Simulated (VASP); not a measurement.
Set up this calculation in VASP 6.6.1, as the native input.

| Item | Value |
| --- | --- |
| Task | single point |
| Functional | PBE |
| Potentials or basis | VASP PAW PBE potentials, release 64 (Rb_sv, Br) |
| Cutoff | 520 eV |
| k mesh | 6 × 6 × 6 |
| Occupations | gaussian, width 0.05 eV |
| Spin | no spin polarisation |
| Dipole correction | no |
| Further INCAR settings | ALGO = Normal; EDIFF = 1e-06; NBANDS = 15 |

The structure of RbBr lies in POSCAR:

```
RbBr
1.0
    4.1929010518      0.0000000000      0.0000000000
    0.0000000000      4.1929010518      0.0000000000
    0.0000000000      0.0000000000      4.1929010518
Rb Br
1 1
Direct
    0.0440616418     -0.0203899238      0.1346111069
    0.4559383582      0.5203899238      0.3653888931
```

This cell differs from its parent crystal: atom 2 moved 1.20 Å.

These files were run (other wordings do the same):

INCAR

```
SYSTEM = RbBr
PREC     = Accurate       ! precision mode
ENCUT    = 520            ! plane-wave cutoff, eV
EDIFF    = 1E-6           ! SCF threshold, eV
ISMEAR   = 0              ! smearing method
SIGMA    = 0.05           ! smearing width, eV
LREAL    = .False.        ! projectors in reciprocal space
LASPH    = .True.         ! aspherical terms in the spheres
NELM     = 100            ! most SCF steps
ALGO     = Normal         ! electronic algorithm
ISIF     = 2              ! what is computed and relaxed
LWAVE    = .False.        ! write WAVECAR
LCHARG   = .True.         ! write CHGCAR
GGA      = PE             ! functional
LELF     = .True.         ! ELF
LVHAR    = .True.       
NBANDS   = 15             ! bands
```

KPOINTS

```
regular mesh
0
Gamma
  6 6 6
  0 0 0
```

Potentials or basis: VASP PAW PBE potentials, release 64 (Rb_sv, Br).

Launch:

```sh
$ cat potpaw_PBE.64/Rb_sv/POTCAR potpaw_PBE.64/Br/POTCAR > POTCAR
$ mpirun -np 1 vasp_std > vasp.out
```

It gave:

- Pressure: 6.7 GPa
- Largest force: 2.099 eV/Å
- Band gap on the k mesh: 3.96 eV, indirect (least direct gap 4.10 eV)

Caveat: the cell differs from its parent crystal (atom 2 moved 1.20 Å); forces of over 1 eV/Å act on the atoms, so gaps and moduli don't describe the material at rest.

It took 42 s on 1 thread of Intel(R) Xeon(R) Platinum 8559C (Emerald Rapids), on a shared host, peak memory 0.24 GiB.
